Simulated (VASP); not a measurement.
# Sc (Im-3m) in VASP: single point with PBE

Aim: the single point of Sc with PBE.

All numbers are computed with VASP 6.6.1; they aren't measurements. Logs are shortened: lines on timing, memory, paths and dates and some standing lists are left out, and cuts for length are marked.

### 1 The cell of the first run

Symmetry: Im-3m, No. 229, cubic system. The conventional cell has a = 3.686 Å, b = 3.686 Å, c = 3.686 Å, α = 90.00°, β = 90.00°, γ = 90.00°. Within 4.2 Å of Sc (site symmetry m-3m) lie 14 Sc at 3.19 to 3.69 Å.

This isn't the form of Sc at room conditions, which is hcp.

### 2 Single point, PBE, non-collinear spin, zero start, spin-orbit coupling

The input, INCAR:

```
SYSTEM = Sc
  ALGO = Normal
  EDIFF = 1E-6
  ENCUT = 520
  GGA = PE
  GGA_COMPAT = .FALSE.
  ISIF = 2
  ISMEAR = 0
  LASPH = .TRUE.
  LCHARG = .FALSE.
  LMAXMIX = 4
  LORBIT = 11
  LORBMOM = .TRUE.
  LREAL = .FALSE.
  LSORBIT = .TRUE.
  LWAVE = .FALSE.
  MAGMOM = 0 0 0
  NBANDS = 22
  NELM = 150
  PREC = Accurate
  SIGMA = 0.05
```

The input, KPOINTS:

```
k-points
0
G
  16 16 16
  0 0 0
```

The input, POSCAR:

```
Sc
1.0
   -1.8427694393      1.8427694393      1.8427694393
    1.8427694393     -1.8427694393      1.8427694393
    1.8427694393      1.8427694393     -1.8427694393
Sc
1
Direct
    0.0000000000      0.0000000000      0.0000000000
```

Potentials or basis: VASP PAW PBE potentials, release 64 (Sc_sv).

Started as:

```
cat potpaw_PBE.64/Sc_sv/POTCAR > POTCAR
mpirun -np 1 vasp_ncl > vasp.out
```

OUTCAR:

```text
SYSTEM = Sc
   EDIFF = 1E-6
   ENCUT = 520
   GGA = PE
   ISIF = 2
   ISMEAR = 0
   LASPH = .TRUE.
   LORBIT = 11
   LREAL = .FALSE.
   LSORBIT = .TRUE.
   NELM = 150
   PREC = Accurate

 ion  position               nearest neighbor table
   1  0.000  0.000  0.000-

  LATTYP: Found a body centered cubic cell.
 ALAT       =     3.6855388786

  Lattice vectors:

 A1 = (  -1.8427694393,   1.8427694393,   1.8427694393)
 A2 = (   1.8427694393,  -1.8427694393,   1.8427694393)
 A3 = (   1.8427694393,   1.8427694393,  -1.8427694393)

Analysis of symmetry for initial positions (statically):
=====================================================================
 Subroutine PRICEL returns:
 Original cell was already a primitive cell.

 Routine SETGRP: Setting up the symmetry group for a
 body centered cubic supercell.

 Subroutine GETGRP returns: Found 48 space group operations
 (whereof 48 operations were pure point group operations)
 out of a pool of 48 trial point group operations.

The static configuration has the point symmetry O_h .

Analysis of symmetry for dynamics (positions and initial velocities):
=====================================================================
 Subroutine PRICEL returns:
 Original cell was already a primitive cell.

 Routine SETGRP: Setting up the symmetry group for a
 body centered cubic supercell.

 Subroutine GETGRP returns: Found 48 space group operations
 (whereof 48 operations were pure point group operations)
 out of a pool of 48 trial point group operations.

The dynamic configuration has the point symmetry O_h .

Analysis of structural, dynamic, and magnetic symmetry:
=====================================================================
 Subroutine PRICEL returns:
 Original cell was already a primitive cell.

 Routine SETGRP: Setting up the symmetry group for a
 body centered cubic supercell.

 Subroutine GETGRP returns: Found 48 space group operations
 (whereof 48 operations were pure point group operations)
 out of a pool of 48 trial point group operations.

The overall configuration has the point symmetry O_h .

 Subroutine INISYM returns: Found 48 space group operations
 (whereof 48 operations are pure point group operations),
 and found     1 'primitive' translations

----------------------------------------------------------------------------------------

                                     Primitive cell

  volume of cell :      25.0307

  direct lattice vectors                    reciprocal lattice vectors
    -1.842769439  1.842769439  1.842769439     0.000000000  0.271330742  0.271330742
     1.842769439 -1.842769439  1.842769439     0.271330742  0.000000000  0.271330742
     1.842769439  1.842769439 -1.842769439     0.271330742  0.271330742  0.000000000

  length of vectors
     3.191770296  3.191770296  3.191770296     0.383719616  0.383719616  0.383719616

  position of ions in fractional coordinates (direct lattice)
     0.000000000  0.000000000  0.000000000

  ion indices of the primitive-cell ions
   primitive index   ion index
                 1           1

----------------------------------------------------------------------------------------

 KPOINTS: k-points

Automatic generation of k-mesh.
 Grid dimensions read from file:
 generate k-points for:   16   16   16

 Generating k-lattice:

  Cartesian coordinates                     Fractional coordinates (reciprocal lattice)
     0.000000000  0.016958171  0.016958171     0.062500000  0.000000000  0.000000000
     0.016958171  0.000000000  0.016958171     0.000000000  0.062500000  0.000000000
     0.016958171  0.016958171  0.000000000     0.000000000  0.000000000  0.062500000

  Length of vectors
     0.023982476  0.023982476  0.023982476

  Shift w.r.t. Gamma in fractional coordinates (k-lattice)
     0.000000000  0.000000000  0.000000000

 Subroutine IBZKPT returns following result:
 ===========================================

[... 46 lines left out ...]
   NELM   =    150;   NELMIN=  2; NELMDL= -5     # of ELM steps
   EDIFF  = 0.1E-05   stopping-criterion for ELM
   LREAL  =      F    real-space projection
   EDIFFG = 0.1E-04   stopping-criterion for IOM
   NSW    =      0    number of steps for IOM
   IBRION =     -1    ionic relax: 0-MD 1-quasi-New 2-CG
   NFREE  =      0    steps in history (QN), initial steepest desc. (CG)
   ISIF   =      2    stress and relaxation
   ISYM   =      2    0-nonsym 1-usesym 2-fastsym
   POTIM  = 0.5000    time-step for ionic-motion
   TEBEG  =    0.0;   TEEND  =   0.0 temperature during run
   PSTRESS=    0.0 pullay stress
   NELECT =      11.0000    total number of electrons
   NUPDOWN=      -1.0000    fix difference up-down
   EMIN   =  10.00;   EMAX   =-10.00  energy-range for DOS
   EFERMI =   0.00;   METHOD = LEGACY
   ISMEAR =     0;   SIGMA  =   0.05  broadening in eV -4-tet -1-fermi 0-gaus
   EFERMI_NEDOS =   21; number of points for ismear=-14 and -15
   IALGO  =     38    algorithm
   IMIX   =      4    mixing-type and parameters
     AMIX     =   0.40;   BMIX     =  1.00
     AMIX_MAG =   1.60;   BMIX_MAG =  1.00
  volume/ion in A,a.u.               =      25.03       168.92
  Fermi-wavevector in a.u.,A,eV,Ry     =   1.244652  2.352052 21.077594  1.549159
  Thomas-Fermi vector in A             =   2.378910
   LORBIT       =     11    0 simple, 1 ext, 2 COOP (PROOUT), +10 PAW based schemes
   GGA     = PE    functional components
   LHFCALC =     F    Hartree Fock is set to
   AEXX    =    0.0000 exact exchange contribution
   IVDW    =     0    specifies the selected vdW correction
   LEPSILON=     F    determine dielectric tensor
   LRPA    =     F    only Hartree local field effects (RPA)
 Gauss-broadening in eV      SIGMA  =   0.05
  energy-cutoff  :      520.00
  volume of cell :       25.03
 maximum number of plane-waves:      1382
   NGX = 11   NGY = 11   NGZ = 11

 number of electron      11.0000000 magnetization       0.0000000      0.0000000      0.0000000

 number of electron      11.0000000 magnetization       0.0000000     -0.0000000     -0.0000000

 number of electron      11.0000000 magnetization      -0.0000000      0.0000000      0.0000000

 Free energy of the ion-electron system (eV)
  ---------------------------------------------------
  ext. energy  EPLUGINS =         0.00000000
  ---------------------------------------------------
  free energy    TOTEN  =        -6.14915634 eV

  energy without entropy =       -6.14515696  energy(sigma->0) =       -6.14715665

 E-fermi :   3.6990     XC(G=0):  -9.8220

 val. band max:        3.6982374655   @ k =   0.3750   0.1875   0.0625
 cond. band min:       3.7045487373   @ k =   0.2500   0.1875   0.1250
 fundamental gap:      0.0063112719
 Fermi energy:         3.6989945154

 k-point     1 :       0.0000    0.0000    0.0000
  band No.  band energies     occupation
      1     -45.9384      1.00000
      2     -45.9384      1.00000
      3     -24.6954      1.00000
      4     -24.6954      1.00000
      5     -24.1844      1.00000
      6     -24.1844      1.00000
[... 589 lines left out ...]
     21      12.4661      0.00000
     22      12.4661      0.00000

 [... further k-points ...]

------------------------ aborting loop because EDIFF is reached ----------------------------------------

  FORCE on cell =-STRESS in cart. coord.  units (eV):
  Direction    XX          YY          ZZ          XY          YZ          ZX
  --------------------------------------------------------------------------------------
  -------------------------------------------------------------------------------------
  Total       -0.0503041     -0.0503041     -0.0503041      0.0000000     -0.0000000      0.0000000
  in kB       -3.2198917     -3.2198917     -3.2198917      0.0000000     -0.0000000      0.0000000
  external PRESSURE =      -3.2198917 kB  Pullay stress =       0.0000000 kB

 VOLUME and BASIS-vectors are now :
 -----------------------------------------------------------------------------
  energy-cutoff  :      520.00
  volume of cell :       25.03
      direct lattice vectors                 reciprocal lattice vectors
    -1.842769439  1.842769439  1.842769439     0.000000000  0.271330742  0.271330742
     1.842769439 -1.842769439  1.842769439     0.271330742  0.000000000  0.271330742
     1.842769439  1.842769439 -1.842769439     0.271330742  0.271330742  0.000000000

 POSITION                                       TOTAL-FORCE (eV/Angst)
 -----------------------------------------------------------------------------------
      0.00000      0.00000      0.00000        -0.000000      0.000000     -0.000000
 -----------------------------------------------------------------------------------
    total drift:                                0.000000      0.000000      0.000000

  FREE ENERGIE OF THE ION-ELECTRON SYSTEM (eV)
  ---------------------------------------------------
  free  energy   TOTEN  =        -6.1491563432 eV

  energy  without entropy=       -6.1451569639  energy(sigma->0) =       -6.14715665

 orbital moment (x)

 # of ion     p       d       tot
 ----------------------------------------
  1         0.000   0.000   0.000
 ----------------------------------------
            0.000   0.000   0.000

 orbital moment (y)

 # of ion     p       d       tot
 ----------------------------------------
  1        -0.000  -0.000  -0.000
 ----------------------------------------
           -0.000  -0.000  -0.000

 orbital moment (z)

 # of ion     p       d       tot
 ----------------------------------------
  1         0.000   0.000   0.000
 ----------------------------------------
            0.000   0.000   0.000

 Spin-Orbit-Coupling matrix elements

 Ion:    1  E_soc:     -0.0072475
 l=   1
     0.0000000    -0.0011891    -0.0011891
    -0.0011891     0.0000000    -0.0011891
    -0.0011891    -0.0011891     0.0000000
 l=   2
     0.0000000     0.0000007     0.0000000     0.0000007    -0.0000195
     0.0000007     0.0000000    -0.0000146     0.0000007    -0.0000049
     0.0000000    -0.0000146     0.0000000    -0.0000146     0.0000000
     0.0000007     0.0000007    -0.0000146     0.0000000    -0.0000049
    -0.0000195    -0.0000049     0.0000000    -0.0000049     0.0000000
 l=   3
     0.0000000     0.0000000     0.0000000     0.0000000     0.0000000     0.0000000     0.0000000
     0.0000000     0.0000000     0.0000000     0.0000000     0.0000000     0.0000000     0.0000000
     0.0000000     0.0000000     0.0000000     0.0000000     0.0000000     0.0000000     0.0000000
     0.0000000     0.0000000     0.0000000     0.0000000     0.0000000     0.0000000     0.0000000
     0.0000000     0.0000000     0.0000000     0.0000000     0.0000000     0.0000000     0.0000000
     0.0000000     0.0000000     0.0000000     0.0000000     0.0000000     0.0000000     0.0000000
     0.0000000     0.0000000     0.0000000     0.0000000     0.0000000     0.0000000     0.0000000

 total charge

# of ion       s       p       d       tot
------------------------------------------
    1        2.266   6.108   0.974   9.349

 magnetization (x)

# of ion       s       p       d       tot
------------------------------------------
    1        0.000   0.000  -0.000   0.000

 magnetization (y)

# of ion       s       p       d       tot
------------------------------------------
    1        0.000  -0.000   0.000   0.000

 magnetization (z)

# of ion       s       p       d       tot
------------------------------------------
    1       -0.000  -0.000  -0.000  -0.000
```

Run time: 2.8 min. Hardware: 1 thread of Intel Xeon Platinum 8259CL at 2.50GHz (Skylake/Cascade Lake), shared host; peak memory 0.27 GiB.

Results:

| Property | Result |
| --- | --- |
| Free energy | -6.1492 eV |
| Pressure | -0.3 GPa |
| Net moment | 0.00 μB per cell |
| Valence electrons inside the program's atomic spheres | Sc 9.35 |

Moments on the atoms (μB; x, y, z):
```
Sc  0.00 0.00 0.00
```
